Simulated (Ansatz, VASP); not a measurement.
Mo: VASP beside Ansatz

Contents of INCAR:

```
SYSTEM = Mo
PREC     = Accurate       ! precision mode
ENCUT    = 520            ! plane-wave cutoff, eV
EDIFF    = 1E-6           ! SCF threshold, eV
ISMEAR   = -1             ! smearing method
SIGMA    = 0.1            ! smearing width, eV
LREAL    = .FALSE.        ! projectors in reciprocal space
LASPH    = .TRUE.         ! aspherical terms in the spheres
NELM     = 60             ! most SCF steps
ALGO     = Normal         ! electronic algorithm
ISIF     = 2              ! what is computed and relaxed
LWAVE    = .FALSE.        ! write WAVECAR
LCHARG   = .TRUE.         ! write CHGCAR
GGA      = PE             ! functional
LELF     = .TRUE.         ! ELF
LVHAR    = .TRUE.       
NBANDS   = 13             ! bands
```

KPOINTS

```
regular mesh
0
G
  2 2 2
  0 0 0
```

POSCAR

```
Mo
1.0
   -1.5813793950      1.5813793950      1.5813793950
    1.5813793950     -1.5813793950      1.5813793950
    1.5813793950      1.5813793950     -1.5813793950
Mo
1
Direct
    0.0000000000      0.0000000000      0.0000000000
```

Input for Ansatz:

```yaml
crystal:
  lattice:
    - [-1.581379395, 1.581379395, 1.581379395]
    - [1.581379395, -1.581379395, 1.581379395]
    - [1.581379395, 1.581379395, -1.581379395]
  atoms:
    - { symbol: Mo, position: [0.0, 0.0, 0.0] }
hamiltonian:
  xc: pbe
  pseudopotentials:
    kind: paw
    azcp:
      Mo: "pseudopotentials/Mo.paw.azcp"
basis:
  ecutwfc: 420
  fft_grid_basis: typed
kpoints:
  mp_grid: { grid: [2, 2, 2], shift: [0, 0, 0] }
magnetization:
  spin_polarized: false
scf:
  occupations: { method: fermi_dirac, width: 0.1 }
  lower_state_search: "off"
output:
  stress: true
```

Alike in both runs: task single point; functional PBE; k mesh 2 × 2 × 2; occupations fermi-dirac, width 0.1 eV; no spin polarisation.

|  | VASP | Ansatz |
| --- | --- | --- |
| version | VASP 6.6.1 | Ansatz 0.2.0 |
| potentials or method | VASP PAW PBE potentials, release 64 (Mo_sv), cutoff 520 eV | plane waves (420 eV) with PAW, scalar-relativistic |
| valence electrons in the cell | 14 | 14 |

VASP gave:

```
pressure (GPa) : 10.1
```

Problem. Estimate Ansatz's values.

Solution. Pressure (GPa): 9.8.

The k mesh is coarse, so the values compare programs but aren't converged.
